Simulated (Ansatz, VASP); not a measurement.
# Co in VASP and in Ansatz

File INCAR:

```
SYSTEM = Co
PREC = Accurate
ENCUT = 600
EDIFF = 1E-7
ISMEAR = -1
SIGMA = 0.05
LREAL = .False.
LASPH = .True.
NELM = 150
ALGO = Normal
ISIF = 3
LWAVE = .False.
LCHARG = .False.
ISPIN = 2
MAGMOM = 2 2
LORBIT = 11
LMAXMIX = 4
GGA = RE
IVDW = 13
IBRION = 2
NSW = 60
EDIFFG = -0.01
```

KPOINTS

```
Automatic mesh
0
Gamma
  12 12 7
  0 0 0
```

The input POSCAR:

```
Co
1.0
    2.4873648738      0.0000000000      0.0000000000
   -1.2436824369      2.1541211692      0.0000000000
    0.0000000000      0.0000000000      4.0632895034
Co
2
Direct
    0.3333333333      0.6666666667      0.7401390000
    0.6666666667      0.3333333333      0.2598610000
```

File input.yaml:

```yaml
crystal:
  lattice:
    - [2.4873648738, 0.0, 0.0]
    - [-1.2436824369, 2.1541211692, 0.0]
    - [0.0, 0.0, 4.0632895034]
  atoms:
    - { symbol: Co, position: [0.3333333333, 0.6666666667, 0.740139], spin: 2.0 }
    - { symbol: Co, position: [0.6666666667, 0.3333333333, 0.259861], spin: 2.0 }
hamiltonian:
  xc: revpbe
  pseudopotentials: { kind: paw }
  dispersion: d4
magnetization:
  spin_polarized: true
kpoints:
  mp_grid: { grid: [12, 12, 7] }
scf:
  occupations: { method: fermi_dirac, width: 0.05 }
output:
  forces: true
  stress: true
  eigenvalues: true
relax:
  f_tol: 0.01
  max_steps: 40
  cell: { stress_tol: 0.05 }
```

Alike in both runs: task relaxation of cell and atoms; functional revPBE; dispersion D4; k mesh 12 × 12 × 7; occupations fermi-dirac, width 0.05 eV; collinear spin.

```csv
,VASP,Ansatz
version,VASP 6.6.1,Ansatz 0.2.0
potentials or method,"VASP PAW PBE potentials, release 64 (Co)",Ansatz PAW
plane-wave cutoff (eV),600,420
valence electrons in the cell,18,34
```

```tsv
	VASP	Ansatz	Ansatz less VASP
gap on the k mesh at the Fermi level, each at its own relaxed structure (eV)	none	none	-
net moment per atom (μB)	1.60	1.61	+0.011
size of the moment on the site where the two differ most (μB)	1.61	1.69	+0.074
relaxed volume (Å³/atom)	10.51	10.55	+0.045
relaxed cell length with the largest relative difference (Å)	3.980	3.988	+0.0074
```

VASP's potentials were made for PBE, not for revPBE. Site moments also hang on the region over which each program counts them. A gap of «none» marks a metal or a gap that the smearing closes. VASP's potentials hold 18 valence electrons a cell and Ansatz's 34, so a difference there can come from the potentials and not from the codes.

Noted on Ansatz's run: the plane-wave basis is chosen anew once the cell has moved, so the energies of steps on either side of that aren't comparable.
